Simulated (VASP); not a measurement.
Input of a VASP 6.6.1 run:

INCAR

```
SYSTEM = BN
  ALGO = Normal
  EDIFF = 1E-6
  ENCUT = 910
  GGA_COMPAT = .False.
  ISIF = 2
  ISMEAR = -1
  LASPH = .True.
  LCHARG = .False.
  LREAL = .False.
  LWAVE = .False.
  NBANDS = 16
  NELM = 120
  PREC = Accurate
  SIGMA = 0.02
```

The input KPOINTS:

```
k-points
0
Gamma
  10 7 10
  0 0 0
```

The input POSCAR:

```
BN
1.0
   -1.7903150549      1.7903150549      0.0000000000
    0.0000000000      0.0000000000      3.5806301097
    1.7903150549      1.7903150549      0.0000000000
B N
2 2
Direct
    0.0000000000      0.0000000000      0.0000000000
    0.5000000000      0.5000000000      0.5000000000
    0.0000000000      0.2500000000      0.5000000000
    0.5000000000      0.7500000000      0.0000000000
```

Potentials or basis: VASP PAW LDA potentials, release 64 (B_h, N_h).

Command:

```bash
$ cat potpaw_LDA.64/B_h/POTCAR potpaw_LDA.64/N_h/POTCAR > POTCAR
$ mpirun -np 1 vasp_std > vasp.out
```

Q: Estimate the pressure.

A: 0.4 GPa.

Q: Predict the band gap on the k mesh.

A: 4.38 eV.

Caveat: the cutoff is under 1.25 times the usual one of these potentials, so pressure, stress and relaxed cells hold a basis-set (Pulay) error. Expect the measured gap to be larger: semilocal functionals such as LDA lack the derivative discontinuity.
